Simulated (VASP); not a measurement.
# Pt (Fm-3m) in VASP: single point with PBEsol

Aim: the single point of Pt with PBEsol.

Everything below comes from runs of VASP 6.6.1. Logs are shortened: lines on timing, memory, paths and dates and some standing lists are left out, and cuts for length are marked.

### Step 1. The cell of the first run

Symmetry: Fm-3m, No. 225, cubic system. Conventional cell: a = 3.916 Å, b = 3.916 Å, c = 3.916 Å, α = 90.00°, β = 90.00°, γ = 90.00°. Pt (site symmetry m-3m) has 12 Pt at 2.77 Å within 3.6 Å.

### Step 2. Single point, PBEsol

The input, INCAR:

```
ALGO = Normal
EDIFF = 1E-7
ENCUT = 520
GGA = PS
ISIF = 2
ISMEAR = -1
LASPH = T
LCHARG = F
LREAL = F
LWAVE = F
NBANDS = 11
NELM = 60
PREC = Accurate
SIGMA = 0.03
```

The input, KPOINTS:

```
k-points
0
Gamma
  18 18 18
```

The input, POSCAR:

```
Pt
1.0
    0.0000000000      1.9579000000      1.9579000000
    1.9579000000      0.0000000000      1.9579000000
    1.9579000000      1.9579000000      0.0000000000
Pt
1
Direct
    0.0000000000      0.0000000000      0.0000000000
```

Potentials or basis: VASP PAW PBE potentials, release 64 (Pt).

The run is started by

```sh
cat potpaw_PBE.64/Pt/POTCAR > POTCAR
mpirun -np 1 vasp_std > vasp.out
```

OUTCAR:

```text
EDIFF = 1E-7
   ENCUT = 520
   GGA = PS
   ISIF = 2
   ISMEAR = -1
   LASPH = T
   LREAL = F
   NELM = 60
   PREC = Accurate

 ion  position               nearest neighbor table
   1  0.000  0.000  0.000-

  LATTYP: Found a face centered cubic cell.
 ALAT       =     3.9158000000

  Lattice vectors:

 A1 = (   0.0000000000,   1.9579000000,   1.9579000000)
 A2 = (   1.9579000000,   0.0000000000,   1.9579000000)
 A3 = (   1.9579000000,   1.9579000000,   0.0000000000)

Analysis of symmetry for initial positions (statically):
=====================================================================
 Subroutine PRICEL returns:
 Original cell was already a primitive cell.

 Routine SETGRP: Setting up the symmetry group for a
 face centered cubic supercell.

 Subroutine GETGRP returns: Found 48 space group operations
 (whereof 48 operations were pure point group operations)
 out of a pool of 48 trial point group operations.

The static configuration has the point symmetry O_h .

Analysis of symmetry for dynamics (positions and initial velocities):
=====================================================================
 Subroutine PRICEL returns:
 Original cell was already a primitive cell.

 Routine SETGRP: Setting up the symmetry group for a
 face centered cubic supercell.

 Subroutine GETGRP returns: Found 48 space group operations
 (whereof 48 operations were pure point group operations)
 out of a pool of 48 trial point group operations.

The dynamic configuration has the point symmetry O_h .

 Subroutine INISYM returns: Found 48 space group operations
 (whereof 48 operations are pure point group operations),
 and found     1 'primitive' translations

----------------------------------------------------------------------------------------

                                     Primitive cell

  volume of cell :      15.0107

  direct lattice vectors                    reciprocal lattice vectors
     0.000000000  1.957900000  1.957900000    -0.255375658  0.255375658  0.255375658
     1.957900000  0.000000000  1.957900000     0.255375658 -0.255375658  0.255375658
     1.957900000  1.957900000  0.000000000     0.255375658  0.255375658 -0.255375658

  length of vectors
     2.768888734  2.768888734  2.768888734     0.442323614  0.442323614  0.442323614

  position of ions in fractional coordinates (direct lattice)
     0.000000000  0.000000000  0.000000000

  ion indices of the primitive-cell ions
   primitive index   ion index
                 1           1

----------------------------------------------------------------------------------------

 KPOINTS: k-points

Automatic generation of k-mesh.
 Grid dimensions read from file:
 generate k-points for:   18   18   18

 Generating k-lattice:

  Cartesian coordinates                     Fractional coordinates (reciprocal lattice)
    -0.014187537  0.014187537  0.014187537     0.055555556  0.000000000  0.000000000
     0.014187537 -0.014187537  0.014187537     0.000000000  0.055555556  0.000000000
     0.014187537  0.014187537 -0.014187537     0.000000000  0.000000000  0.055555556

  Length of vectors
     0.024573534  0.024573534  0.024573534

  Shift w.r.t. Gamma in fractional coordinates (k-lattice)
     0.000000000  0.000000000  0.000000000

 Subroutine IBZKPT returns following result:
 ===========================================

 Found    195 irreducible k-points:

 Following reciprocal coordinates:
            Coordinates               Weight
  0.000000  0.000000  0.000000      1.000000
  0.055556  0.000000  0.000000      8.000000
  0.111111  0.000000  0.000000      8.000000
  0.166667  0.000000  0.000000      8.000000
  0.222222  0.000000  0.000000      8.000000
  0.277778  0.000000  0.000000      8.000000
[... 16 lines left out ...]
 -0.277778  0.055556  0.000000     24.000000
 -0.222222  0.055556  0.000000     24.000000
 [... further k-points ...]
   k-points           NKPTS =    195   k-points in BZ     NKDIM =    195   number of bands    NBANDS=     11
   number of dos      NEDOS =    301   number of ions     NIONS =      1
   total plane-waves  NPLWV =  13824
   dimension x,y,z NGX =    24 NGY =   24 NGZ =   24
   dimension x,y,z NGXF=    48 NGYF=   48 NGZF=   48
   ions per type =               1
   NGX,Y,Z   is equivalent  to a cutoff of  14.41, 14.41, 14.41 a.u.
   NGXF,Y,Z  is equivalent  to a cutoff of  28.82, 28.82, 28.82 a.u.
 SYSTEM =  unknown system
   PREC   = accura    normal or accurate (medium, high low for compatibility)
   ISTART =      0    job   : 0-new  1-cont  2-samecut
   ICHARG =      2    charge: 1-file 2-atom 10-const
   ISPIN  =      1    spin polarized calculation?
   LNONCOLLINEAR =      F non collinear calculations
   LSORBIT =      F    spin-orbit coupling
   LASPH  =      T    aspherical Exc in radial PAW
   ENCUT  =  520.0 eV  38.22 Ry    6.18 a.u.   5.15  5.15  5.15*2*pi/ulx,y,z
   NELM   =     60;   NELMIN=  2; NELMDL= -5     # of ELM steps
   EDIFF  = 0.1E-06   stopping-criterion for ELM
   LREAL  =      F    real-space projection
   EDIFFG = 0.1E-05   stopping-criterion for IOM
   NSW    =      0    number of steps for IOM
   IBRION =     -1    ionic relax: 0-MD 1-quasi-New 2-CG
   NFREE  =      0    steps in history (QN), initial steepest desc. (CG)
   ISIF   =      2    stress and relaxation
   ISYM   =      2    0-nonsym 1-usesym 2-fastsym
   POTIM  = 0.5000    time-step for ionic-motion
   TEBEG  =    0.0;   TEEND  =   0.0 temperature during run
   PSTRESS=    0.0 pullay stress
   NELECT =      10.0000    total number of electrons
   NUPDOWN=      -1.0000    fix difference up-down
   EMIN   =  10.00;   EMAX   =-10.00  energy-range for DOS
   EFERMI =   0.00;   METHOD = LEGACY
   ISMEAR =    -1;   SIGMA  =   0.03  broadening in eV -4-tet -1-fermi 0-gaus
   EFERMI_NEDOS =   21; number of points for ismear=-14 and -15
   IALGO  =     38    algorithm
   IMIX   =      4    mixing-type and parameters
     AMIX     =   0.40;   BMIX     =  1.00
     AMIX_MAG =   1.60;   BMIX_MAG =  1.00
  volume/ion in A,a.u.               =      15.01       101.30
  Fermi-wavevector in a.u.,A,eV,Ry     =   1.429797  2.701924 27.814648  2.044319
  Thomas-Fermi vector in A             =   2.549712
   LORBIT       =      0    0 simple, 1 ext, 2 COOP (PROOUT), +10 PAW based schemes
   GGA     = PS    functional components
   LHFCALC =     F    Hartree Fock is set to
   AEXX    =    0.0000 exact exchange contribution
   IVDW    =     0    specifies the selected vdW correction
   LEPSILON=     F    determine dielectric tensor
   LRPA    =     F    only Hartree local field effects (RPA)
 non-spin polarized calculation
  energy-cutoff  :      520.00
  volume of cell :       15.01
 maximum number of plane-waves:       419
 NGX is ok and might be reduce to    24
   NGX = 11   NGY = 11   NGZ = 11

 number of electron      10.0000000 magnetization

 number of electron       9.9999999 magnetization

 Free energy of the ion-electron system (eV)
  ---------------------------------------------------
  ext. energy  EPLUGINS =         0.00000000
  ---------------------------------------------------
  free energy    TOTEN  =        -6.96327102 eV

  energy without entropy =       -6.95687008  energy(sigma->0) =       -6.96007055

 E-fermi :  11.1886     XC(G=0): -13.6562

 val. band max:       11.1876302358   @ k =  -0.3333   0.3889   0.1111
 cond. band min:      11.1983155039   @ k =   0.3889   0.2222   0.0000
 fundamental gap:      0.0106852681
 Fermi energy:        11.1885861362

 k-point     1 :       0.0000    0.0000    0.0000
  band No.  band energies     occupation
      1       0.8376      2.00000
      2       7.3506      2.00000
      3       7.3506      2.00000
      4       7.3506      2.00000
      5       9.5456      2.00000
      6       9.5456      2.00000
      7      25.7980      0.00000
      8      30.7817      0.00000
      9      30.7817      0.00000
     10      30.7817      0.00000
     11      36.0977      0.00000

 k-point     2 :       0.0556    0.0000    0.0000
  band No.  band energies     occupation
      1       0.9627      2.00000
      2       7.2935      2.00000
      3       7.4009      2.00000
      4       7.4009      2.00000
      5       9.5168      2.00000
      6       9.5168      2.00000
      7      25.9949      0.00000
      8      30.1072      0.00000
      9      30.9749      0.00000
     10      30.9749      0.00000
     11      36.8452      0.00000

 k-point     3 :       0.1111    0.0000    0.0000
  band No.  band energies     occupation
      1       1.3269      2.00000
      2       7.1468      2.00000
      3       7.5328      2.00000
      4       7.5328      2.00000
      5       9.4550      2.00000
      6       9.4550      2.00000
      7      26.5316      0.00000
      8      28.6980      0.00000
      9      31.5368      0.00000
     10      31.5368      0.00000
     11      37.6948      0.00000

 k-point     4 :       0.1667    0.0000    0.0000
  band No.  band energies     occupation
      1       1.8906      2.00000
      2       6.9820      2.00000
      3       7.6818      2.00000
      4       7.6818      2.00000
      5       9.4374      2.00000
      6       9.4374      2.00000
      7      27.0738      0.00000
      8      27.2338      0.00000
      9      32.4101      0.00000
     10      32.4101      0.00000
     11      36.1419      0.00000
[... 239 lines left out ...]
 k-point    22 :      -0.3333    0.0556    0.0000
  band No.  band energies     occupation
      1       3.7643      2.00000
      2       7.4529      2.00000
      3       7.5681      2.00000
      4       7.9593      2.00000
      5      10.2350      2.00000
      6      10.9839      1.99783
      7      20.8474      0.00000
      8      26.4771      0.00000
      9      30.8299      0.00000
     10      32.8067      0.00000
     11      35.9986      0.00000

 k-point    23 :      -0.2778    0.0556    0.0000
  band No.  band energies     occupation
      1       3.4617      2.00000
      2       7.1647      2.00000
      3       7.6374      2.00000
      4       7.7145      2.00000
      5       9.7355      2.00000
      6      10.4761      2.00000
      7      22.9177      0.00000
      8      27.2054      0.00000
      9      31.7605      0.00000
     10      34.3827      0.00000
     11      34.6286      0.00000

 k-point    24 :      -0.2222    0.0556    0.0000
  band No.  band energies     occupation
      1       2.8958      2.00000
      2       6.8452      2.00000
      3       7.7482      2.00000
      4       7.8175      2.00000
      5       9.3432      2.00000
      6      10.0323      2.00000
      7      24.8541      0.00000
      8      27.7269      0.00000
      9      32.2631      0.00000
     10      33.6690      0.00000
     11      34.9285      0.00000

 [... further k-points ...]

------------------------ aborting loop because EDIFF is reached ----------------------------------------

  FORCE on cell =-STRESS in cart. coord.  units (eV):
  Direction    XX          YY          ZZ          XY          YZ          ZX
  --------------------------------------------------------------------------------------
  -------------------------------------------------------------------------------------
  Total        0.0027930      0.0027930      0.0027930      0.0000000      0.0000000      0.0000000
  in kB        0.2981113      0.2981113      0.2981113      0.0000000      0.0000000      0.0000000
  external PRESSURE =       0.2981113 kB  Pullay stress =       0.0000000 kB

 VOLUME and BASIS-vectors are now :
 -----------------------------------------------------------------------------
  energy-cutoff  :      520.00
  volume of cell :       15.01
      direct lattice vectors                 reciprocal lattice vectors
     0.000000000  1.957900000  1.957900000    -0.255375658  0.255375658  0.255375658
     1.957900000  0.000000000  1.957900000     0.255375658 -0.255375658  0.255375658
     1.957900000  1.957900000  0.000000000     0.255375658  0.255375658 -0.255375658

 POSITION                                       TOTAL-FORCE (eV/Angst)
 -----------------------------------------------------------------------------------
      0.00000      0.00000      0.00000         0.000000      0.000000      0.000000
 -----------------------------------------------------------------------------------
    total drift:                               -0.000000      0.000000     -0.000000

  FREE ENERGIE OF THE ION-ELECTRON SYSTEM (eV)
  ---------------------------------------------------
  free  energy   TOTEN  =        -6.9632710208 eV

  energy  without entropy=       -6.9568700775  energy(sigma->0) =       -6.96007055
```

Wall time 30 s (1 thread of AMD EPYC 7R13 (Zen 3), shared host); peak memory 0.14 GiB.

What came out:

| Item | Value |
| --- | --- |
| Free energy | -6.9633 eV |
| Pressure | 0.0 GPa |
| Band gap on the k mesh | zero (band 5 reaches 11.69 eV, above the bottom of band 6 at 9.44 eV) |

Levels at points of the mesh, in eV from the Fermi level:
```tsv
k point	band 1	band 2	band 3	band 4	band 5	band 6	band 7	band 8	band 9	band 10
(0.00, 0.00, 0.00)	-10.35	-3.84	-3.84	-3.84	-1.64	-1.64	14.61	19.59	19.59	19.59
(0.50, 0.00, 0.00)	-7.42	-3.90	-3.90	-0.57	0.04	0.04	5.83	14.16	18.97	18.97
(0.50, 0.50, 0.00)	-7.16	-6.70	0.02	0.49	0.49	1.70	8.88	11.35	11.35	20.15
```

Caveat: the PAW data sets were made with another functional, which shifts forces and pressure a little; spin-orbit coupling is left out, which moves the levels of the heavy elements.
